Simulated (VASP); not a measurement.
# Se (P3_221) in VASP: a series of runs

Se is run at these levels: PBE-based screened hybrid with 25 % exact exchange; tasks: single point.

Program: VASP 6.6.1. These are calculated values, not measurements. Logs are shortened: lines on timing, memory, paths and dates and some standing lists are left out, and cuts for length are marked.

## (1) The cell of the first run

It takes space group P3_221 (No. 154, trigonal). The conventional cell has a = 4.355 Å, b = 4.355 Å, c = 4.949 Å, α = 90.00°, β = 90.00°, γ = 120.00°. Within 3.1 Å of Se (site symmetry 2) lie 2 Se at 2.32 Å.

## (2) Single point, PBE-based screened hybrid with 25 % exact exchange

Contents of POSCAR:

```
Se
1.0
    4.3551700000      0.0000000000      0.0000000000
   -2.1775850000      3.7716878578      0.0000000000
    0.0000000000      0.0000000000      4.9494500000
Se
3
Direct
    0.7830000000      0.7830000000      0.5000000000
    0.0000000000      0.2170000000      0.8333333333
    0.2170000000      0.0000000000      0.1666666667
```

Contents of INCAR.step1:

```
SYSTEM = Se
PREC = Accurate ; ENCUT = 520
EDIFF = 1E-5 ; ISMEAR = -1
SIGMA = 0.05 ; LREAL = .False.
LASPH = .True. ; NELM = 80
ALGO = Normal ; ISIF = 2
LWAVE = .True. ; LCHARG = .False.
NBANDS = 16 ; GGA = PE
```

Contents of INCAR.step2:

```
SYSTEM = Se
PREC = Accurate ; ENCUT = 520
EDIFF = 1E-6 ; ISMEAR = -1
SIGMA = 0.05 ; LREAL = .False.
LASPH = .True. ; NELM = 80
ALGO = Normal ; ISIF = 2
LWAVE = .False. ; LCHARG = .False.
GGA = PE ; LHFCALC = .True.
AEXX = 0.25 ; HFSCREEN = 0.2
PRECFOCK = Normal ; NBANDS = 16
ISTART = 1
```

Contents of KPOINTS:

```
Automatic mesh
0
Gamma
  4 4 3
  0 0 0
```

Potentials or basis: VASP PAW PBE potentials, release 64 (Se).

Launch:

```sh
> cat potpaw_PBE.64/Se/POTCAR > POTCAR
> cp INCAR.step1 INCAR
> mpirun -np 1 vasp_std > vasp.out
> cp INCAR.step2 INCAR
> mpirun -np 1 vasp_std > vasp.out
```

OUTCAR:

```text
SYSTEM = Se
   PREC = Accurate
   ENCUT = 520
   EDIFF = 1E-6
   ISMEAR = -1
   LREAL = .False.
   LASPH = .True.
   NELM = 80
   ISIF = 2
   GGA = PE
   LHFCALC = .True.
   AEXX = 0.25
   HFSCREEN = 0.2
   PRECFOCK = Normal
   ISTART = 1

 ion  position               nearest neighbor table
   1  0.783  0.783  0.500-   3 2.32   2 2.32
   2  0.000  0.217  0.833-   1 2.32   3 2.32
   3  0.217  0.000  0.167-   1 2.32   2 2.32

  LATTYP: Found a hexagonal cell.
 ALAT       =     4.3551700000
 C/A-ratio  =     1.1364539157

  Lattice vectors:

 A1 = (   4.3551700000,   0.0000000000,   0.0000000000)
 A2 = (  -2.1775850000,   3.7716878578,   0.0000000000)
 A3 = (   0.0000000000,   0.0000000000,   4.9494500000)

Analysis of symmetry for initial positions (statically):
=====================================================================
 Subroutine PRICEL returns:
 Original cell was already a primitive cell.

 Routine SETGRP: Setting up the symmetry group for a
 hexagonal supercell.

 Subroutine GETGRP returns: Found  6 space group operations
 (whereof  2 operations were pure point group operations)
 out of a pool of 24 trial point group operations.

The static configuration has the point symmetry C_2 .
 The point group associated with its full space group is D_3 .

Analysis of symmetry for dynamics (positions and initial velocities):
=====================================================================
 Subroutine PRICEL returns:
 Original cell was already a primitive cell.

 Routine SETGRP: Setting up the symmetry group for a
 hexagonal supercell.

 Subroutine GETGRP returns: Found  6 space group operations
 (whereof  2 operations were pure point group operations)
 out of a pool of 24 trial point group operations.

The dynamic configuration has the point symmetry C_2 .
 The point group associated with its full space group is D_3 .

 Subroutine INISYM returns: Found  6 space group operations
 (whereof  2 operations are pure point group operations),
 and found     1 'primitive' translations

----------------------------------------------------------------------------------------

                                     Primitive cell

  volume of cell :      81.3014

  direct lattice vectors                    reciprocal lattice vectors
     4.355170000  0.000000000  0.000000000     0.229612162  0.132566644  0.000000000
    -2.177585000  3.771687858  0.000000000     0.000000000  0.265133287  0.000000000
     0.000000000  0.000000000  4.949450000     0.000000000  0.000000000  0.202042651

  length of vectors
     4.355170000  4.355170000  4.949450000     0.265133287  0.265133287  0.202042651

  position of ions in fractional coordinates (direct lattice)
     0.783000000  0.783000000  0.500000000
     1.000000000  0.217000000  0.833333333
     0.217000000  0.000000000  0.166666667

  ion indices of the primitive-cell ions
   primitive index   ion index
                 1           1
                 2           2
                 3           3

----------------------------------------------------------------------------------------

 KPOINTS: Automatic mesh

Automatic generation of k-mesh.
 Grid dimensions read from file:
 generate k-points for:    4    4    3

 Generating k-lattice:

  Cartesian coordinates                     Fractional coordinates (reciprocal lattice)
     0.057403041  0.033141661  0.000000000     0.250000000 -0.000000000  0.000000000
     0.000000000  0.066283322  0.000000000     0.000000000  0.250000000  0.000000000
     0.000000000  0.000000000  0.067347550     0.000000000  0.000000000  0.333333333

  Length of vectors
     0.066283322  0.066283322  0.067347550

  Shift w.r.t. Gamma in fractional coordinates (k-lattice)
     0.000000000  0.000000000  0.000000000

 Subroutine IBZKPT returns following result:
 ===========================================

 Found      9 irreducible k-points:

 Following reciprocal coordinates:
            Coordinates               Weight
  0.000000  0.000000  0.000000      1.000000
  0.250000  0.000000  0.000000      6.000000
  0.500000  0.000000  0.000000      3.000000
  0.250000  0.250000  0.000000      6.000000
  0.000000  0.000000  0.333333      2.000000
  0.250000  0.000000  0.333333      6.000000
  0.000000  0.250000  0.333333      6.000000
  0.500000  0.000000  0.333333      6.000000
  0.250000  0.250000  0.333333     12.000000
   k-points           NKPTS =      9   k-points in BZ     NKDIM =     48   number of bands    NBANDS=     16
   number of dos      NEDOS =    301   number of ions     NIONS =      3
   total plane-waves  NPLWV =  40960
   dimension x,y,z NGX =    32 NGY =   32 NGZ =   40
   dimension x,y,z NGXF=    64 NGYF=   64 NGZF=   80
   ions per type =               3
   NGX,Y,Z   is equivalent  to a cutoff of  12.22, 12.22, 13.44 a.u.
   NGXF,Y,Z  is equivalent  to a cutoff of  24.43, 24.43, 26.87 a.u.
 SYSTEM =  Se
   PREC   = accura    normal or accurate (medium, high low for compatibility)
   ISTART =      1    job   : 0-new  1-cont  2-samecut
   ICHARG =      0    charge: 1-file 2-atom 10-const
   ISPIN  =      1    spin polarized calculation?
   LNONCOLLINEAR =      F non collinear calculations
   LSORBIT =      F    spin-orbit coupling
   LASPH  =      T    aspherical Exc in radial PAW
   ENCUT  =  520.0 eV  38.22 Ry    6.18 a.u.   8.10  8.10  9.20*2*pi/ulx,y,z
   NELM   =     80;   NELMIN=  2; NELMDL=  0     # of ELM steps
   EDIFF  = 0.1E-05   stopping-criterion for ELM
   LREAL  =      F    real-space projection
   EDIFFG = 0.1E-04   stopping-criterion for IOM
   NSW    =      0    number of steps for IOM
   IBRION =     -1    ionic relax: 0-MD 1-quasi-New 2-CG
   NFREE  =      0    steps in history (QN), initial steepest desc. (CG)
   ISIF   =      2    stress and relaxation
   ISYM   =      3    0-nonsym 1-usesym 2-fastsym
   POTIM  = 0.5000    time-step for ionic-motion
   TEBEG  =    0.0;   TEEND  =   0.0 temperature during run
   PSTRESS=    0.0 pullay stress
   NELECT =      18.0000    total number of electrons
   NUPDOWN=      -1.0000    fix difference up-down
   EMIN   =  10.00;   EMAX   =-10.00  energy-range for DOS
   EFERMI =   0.00;   METHOD = LEGACY
   ISMEAR =    -1;   SIGMA  =   0.05  broadening in eV -4-tet -1-fermi 0-gaus
   EFERMI_NEDOS =   21; number of points for ismear=-14 and -15
   IALGO  =     38    algorithm
   IMIX   =      1    mixing-type and parameters
     AMIX     =   0.40;   BMIX     =  1.00
     AMIX_MAG =   1.60;   BMIX_MAG =  1.00
  volume/ion in A,a.u.               =      27.10       182.88
  Fermi-wavevector in a.u.,A,eV,Ry     =   0.990375  1.871538 13.345178  0.980843
  Thomas-Fermi vector in A             =   2.122041
   LORBIT       =      0    0 simple, 1 ext, 2 COOP (PROOUT), +10 PAW based schemes
   GGA     = PE    functional components
   LHFCALC =     T    Hartree Fock is set to
   PRECFOCK=normal    Normal, Fast or Accurate (Low or Medium for compatibility)
   ENCUT4O =  -1.0   cutoff for four orbital integrals eV
   NKREDX  =     1    reduce k-point grid by
   NKREDY  =     1    reduce k-point grid by
   NKREDZ  =     1    reduce k-point grid by
   AEXX    =    0.2500 exact exchange contribution
   HFSCREEN=    0.2000 screening length (either q_TF or 0.3 A-1)
   HFSCREENC=   0.2000 screening length for correlation (either q_TF or 0.3 A-1)
   ENCUTFOCK=  -1.0 apply spherical cutoff to Coloumb kernel
   IVDW    =     0    specifies the selected vdW correction
   LEPSILON=     F    determine dielectric tensor
   LRPA    =     F    only Hartree local field effects (RPA)
 non-spin polarized calculation
  energy-cutoff  :      520.00
  volume of cell :       81.30
 maximum number of plane-waves:      2198
  NGX = 28; NGY = 28; NGZ = 28

 number of electron      17.9999997 magnetization

 Free energy of the ion-electron system (eV)
  ---------------------------------------------------
  ext. energy  EPLUGINS =         0.00000000
  ---------------------------------------------------
  free energy    TOTEN  =       -13.26886666 eV

  energy without entropy =      -13.26886666  energy(sigma->0) =      -13.26886666

 E-fermi :   3.0782     XC(G=0):  -7.3553

 val. band max:        1.8678575765   @ k =   0.2500   0.2500   0.3333
 cond. band min:       4.4737920946   @ k =   0.0000   0.0000   0.3333
 fundamental gap:      2.6059345181
 Fermi energy:         3.0782175813

 k-point     1 :       0.0000    0.0000    0.0000
  band No.  band energies     occupation
      1     -15.4231      2.00000
      2     -10.6440      2.00000
      3     -10.6440      2.00000
      4      -2.0077      2.00000
      5      -2.0077      2.00000
      6      -1.8427      2.00000
[... 8 lines left out ...]
     15       9.5057      0.00000
     16      11.5971      0.00000

 k-point     2 :       0.2500    0.0000    0.0000
  band No.  band energies     occupation
      1     -15.2003      2.00000
      2     -10.8521      2.00000
      3     -10.6078      2.00000
      4      -3.2085      2.00000
      5      -2.5830      2.00000
      6      -1.6746      2.00000
[... 8 lines left out ...]
     15      11.1476      0.00000
     16      11.9896      0.00000

 k-point     3 :       0.5000    0.0000    0.0000
  band No.  band energies     occupation
      1     -14.9391      2.00000
      2     -11.1324      2.00000
      3     -10.5703      2.00000
      4      -3.6124      2.00000
      5      -2.9531      2.00000
      6      -1.5711      2.00000
[... 8 lines left out ...]
     15      12.9616      0.00000
     16      13.0258      0.00000

 k-point     4 :       0.2500    0.2500    0.0000
  band No.  band energies     occupation
      1     -14.9427      2.00000
      2     -10.9875      2.00000
      3     -10.7240      2.00000
      4      -3.4423      2.00000
      5      -3.2172      2.00000
      6      -1.2794      2.00000
[... 8 lines left out ...]
     15      12.0253      0.00000
     16      12.6713      0.00000

 k-point     5 :       0.0000    0.0000    0.3333
  band No.  band energies     occupation
      1     -14.8282      2.00000
      2     -13.1252      2.00000
      3      -8.2954      2.00000
      4      -3.0771      2.00000
      5      -1.6161      2.00000
      6      -1.6049      2.00000
[... 8 lines left out ...]
     15      11.0509      0.00000
     16      11.3555      0.00000

 k-point     6 :       0.2500    0.0000    0.3333
  band No.  band energies     occupation
      1     -14.6215      2.00000
      2     -13.0006      2.00000
      3      -8.7679      2.00000
      4      -3.6128      2.00000
      5      -2.7668      2.00000
      6      -1.6823      2.00000
[... 8 lines left out ...]
     15      10.5453      0.00000
     16      11.6242      0.00000

 k-point     7 :       0.0000    0.2500    0.3333
  band No.  band energies     occupation
      1     -14.6248      2.00000
      2     -12.9895      2.00000
      3      -8.8088      2.00000
      4      -3.4997      2.00000
      5      -2.6046      2.00000
      6      -1.6551      2.00000
[... 8 lines left out ...]
     15      10.7265      0.00000
     16      11.3819      0.00000

 k-point     8 :       0.5000    0.0000    0.3333
  band No.  band energies     occupation
      1     -14.3872      2.00000
      2     -12.8590      2.00000
      3      -9.2900      2.00000
      4      -4.0861      2.00000
      5      -3.1773      2.00000
      6      -2.0311      2.00000
[... 8 lines left out ...]
     15      12.3558      0.00000
     16      12.4584      0.00000

 k-point     9 :       0.2500    0.2500    0.3333
  band No.  band energies     occupation
      1     -14.3890      2.00000
      2     -12.8599      2.00000
      3      -9.2667      2.00000
      4      -3.9381      2.00000
      5      -3.4370      2.00000
      6      -2.2347      2.00000
[... 8 lines left out ...]
     15      11.4918      0.00000
     16      12.1244      0.00000

------------------------ aborting loop because EDIFF is reached ----------------------------------------

  FORCE on cell =-STRESS in cart. coord.  units (eV):
  Direction    XX          YY          ZZ          XY          YZ          ZX
  --------------------------------------------------------------------------------------
  -------------------------------------------------------------------------------------
  Total        1.6906814      1.6906814      1.6692247      0.0000000      0.0000000      0.0000000
  in kB       33.3176655     33.3176655     32.8948261      0.0000000      0.0000000      0.0000000
  external PRESSURE =      33.1767190 kB  Pullay stress =       0.0000000 kB

 VOLUME and BASIS-vectors are now :
 -----------------------------------------------------------------------------
  energy-cutoff  :      520.00
  volume of cell :       81.30
      direct lattice vectors                 reciprocal lattice vectors
     4.355170000  0.000000000  0.000000000     0.229612162  0.132566644  0.000000000
    -2.177585000  3.771687858  0.000000000     0.000000000  0.265133287  0.000000000
     0.000000000  0.000000000  4.949450000     0.000000000  0.000000000  0.202042651

 POSITION                                       TOTAL-FORCE (eV/Angst)
 -----------------------------------------------------------------------------------
      1.70505      2.95323      2.47472        -0.283706     -0.491393     -0.000000
     -0.47254      0.81846      4.12454        -0.283706      0.491393      0.000000
      0.94507      0.00000      0.82491         0.567411     -0.000000     -0.000000
 -----------------------------------------------------------------------------------
    total drift:                                0.000001      0.000001     -0.000000

  FREE ENERGIE OF THE ION-ELECTRON SYSTEM (eV)
  ---------------------------------------------------
  free  energy   TOTEN  =       -13.2688666553 eV

  energy  without entropy=      -13.2688666553  energy(sigma->0) =      -13.26886666
```

Wall time 13 min (1 thread of Intel Xeon Platinum 8375C at 2.90GHz (Ice Lake), shared host); peak memory 0.29 GiB.

What came out:

* Free energy: -13.2689 eV
* Pressure: 3.3 GPa
* Largest force: 0.567 eV/Å
* Band gap on the k mesh: 2.61 eV (least direct gap 2.87 eV)

Forces in eV/Å, atoms in the order of the input:
```
Se  -0.284 -0.491  0.000
Se  -0.284  0.491  0.000
Se   0.567  0.000  0.000
```

Caveat: the k points lie up to 0.42 Å⁻¹ apart; the PAW data sets were made with another functional, which shifts forces and pressure a little; an odd mesh through Γ misses points on the zone boundary, where band edges can lie.

## (3) Single point, PBE-based screened hybrid with 25 % exact exchange

POSCAR is that of step 2.

Contents of INCAR.step1:

```
SYSTEM = Se
ALGO = Normal
EDIFF = 1E-5
ENCUT = 520
GGA = PE
ISIF = 2
ISMEAR = -1
LASPH = .TRUE.
LCHARG = .FALSE.
LREAL = .FALSE.
LWAVE = .TRUE.
NBANDS = 16
NELM = 60
PREC = Accurate
SIGMA = 0.05
```

Contents of INCAR.step2:

```
SYSTEM = Se
AEXX = 0.25
ALGO = Normal
EDIFF = 1E-7
ENCUT = 520
GGA = PE
HFSCREEN = 0.3
ISIF = 2
ISMEAR = -1
ISTART = 1
LASPH = .TRUE.
LCHARG = .FALSE.
LHFCALC = .TRUE.
LREAL = .FALSE.
LWAVE = .FALSE.
NBANDS = 16
NELM = 60
PREC = Accurate
PRECFOCK = Normal
SIGMA = 0.05
```

Contents of KPOINTS:

```
k-points
0
G
  4 4 3
  0 0 0
```

Potentials or basis: VASP PAW PBE potentials, release 64 (Se).

Launch:

```sh
> cat potpaw_PBE.64/Se/POTCAR > POTCAR
> cp INCAR.step1 INCAR
> mpirun -np 1 vasp_std > vasp.out
> cp INCAR.step2 INCAR
> mpirun -np 1 vasp_std > vasp.out
```

OUTCAR:

```text
SYSTEM = Se
   AEXX = 0.25
   EDIFF = 1E-7
   ENCUT = 520
   GGA = PE
   HFSCREEN = 0.3
   ISIF = 2
   ISMEAR = -1
   ISTART = 1
   LASPH = .TRUE.
   LHFCALC = .TRUE.
   LREAL = .FALSE.
   NELM = 60
   PREC = Accurate
   PRECFOCK = Normal

 ion  position               nearest neighbor table
   1  0.783  0.783  0.500-   3 2.32   2 2.32
   2  0.000  0.217  0.833-   1 2.32   3 2.32
   3  0.217  0.000  0.167-   1 2.32   2 2.32

  LATTYP: Found a hexagonal cell.
 ALAT       =     4.3551700000
 C/A-ratio  =     1.1364539157

  Lattice vectors:

 A1 = (   4.3551700000,   0.0000000000,   0.0000000000)
 A2 = (  -2.1775850000,   3.7716878578,   0.0000000000)
 A3 = (   0.0000000000,   0.0000000000,   4.9494500000)

Analysis of symmetry for initial positions (statically):
=====================================================================
 Subroutine PRICEL returns:
 Original cell was already a primitive cell.

 Routine SETGRP: Setting up the symmetry group for a
 hexagonal supercell.

 Subroutine GETGRP returns: Found  6 space group operations
[... 159 lines left out ...]

 E-fermi :   3.1702     XC(G=0):  -7.5082

 val. band max:        1.9843448459   @ k =   0.2500   0.2500   0.3333
 cond. band min:       4.3711598152   @ k =   0.0000   0.0000   0.3333
 fundamental gap:      2.3868149692
 Fermi energy:         3.1701792266

 k-point     1 :       0.0000    0.0000    0.0000
  band No.  band energies     occupation
      1     -15.2022      2.00000
      2     -10.4384      2.00000
      3     -10.4384      2.00000
      4      -1.8664      2.00000
      5      -1.8664      2.00000
      6      -1.6817      2.00000
[... 148 lines left out ...]
      3      -9.0669      2.00000
      4      -3.7603      2.00000
      5      -3.2517      2.00000
      6      -2.0608      2.00000
[... 8 lines left out ...]
     15      11.3661      0.00000
     16      11.9972      0.00000

------------------------ aborting loop because EDIFF is reached ----------------------------------------

  FORCE on cell =-STRESS in cart. coord.  units (eV):
  Direction    XX          YY          ZZ          XY          YZ          ZX
  --------------------------------------------------------------------------------------
  -------------------------------------------------------------------------------------
  Total        1.7380306      1.7380306      1.8695016     -0.0000000      0.0000000      0.0000000
  in kB       34.2507585     34.2507585     36.8416128     -0.0000000      0.0000000      0.0000000
  external PRESSURE =      35.1143766 kB  Pullay stress =       0.0000000 kB

 VOLUME and BASIS-vectors are now :
 -----------------------------------------------------------------------------
  energy-cutoff  :      520.00
  volume of cell :       81.30
      direct lattice vectors                 reciprocal lattice vectors
     4.355170000  0.000000000  0.000000000     0.229612162  0.132566644  0.000000000
    -2.177585000  3.771687858  0.000000000     0.000000000  0.265133287  0.000000000
     0.000000000  0.000000000  4.949450000     0.000000000  0.000000000  0.202042651

 POSITION                                       TOTAL-FORCE (eV/Angst)
 -----------------------------------------------------------------------------------
      1.70505      2.95323      2.47472        -0.312147     -0.540655      0.000000
     -0.47254      0.81846      4.12454        -0.312147      0.540655      0.000000
      0.94507      0.00000      0.82491         0.624295      0.000000     -0.000000
 -----------------------------------------------------------------------------------
    total drift:                                0.000001      0.000002      0.000000

  FREE ENERGIE OF THE ION-ELECTRON SYSTEM (eV)
  ---------------------------------------------------
  free  energy   TOTEN  =       -12.6867426028 eV

  energy  without entropy=      -12.6867426028  energy(sigma->0) =      -12.68674260
```

It took 17 min on 1 thread of Intel Xeon Platinum 8375C at 2.90GHz (Ice Lake), shared host; peak memory 0.3 GiB.

Results:

| Property | Result |
| --- | --- |
| Free energy | -12.6867 eV |
| Pressure | 3.5 GPa |
| Largest force | 0.624 eV/Å |
| Band gap on the k mesh | 2.39 eV (least direct gap 2.66 eV) |

Forces in eV/Å, atoms in the order of the input:
```
Se  -0.312 -0.541  0.000
Se  -0.312  0.541  0.000
Se   0.624  0.000  0.000
```

Caveat: the k points lie up to 0.42 Å⁻¹ apart; the PAW data sets were made with another functional, which shifts forces and pressure a little; an odd mesh through Γ misses points on the zone boundary, where band edges can lie.
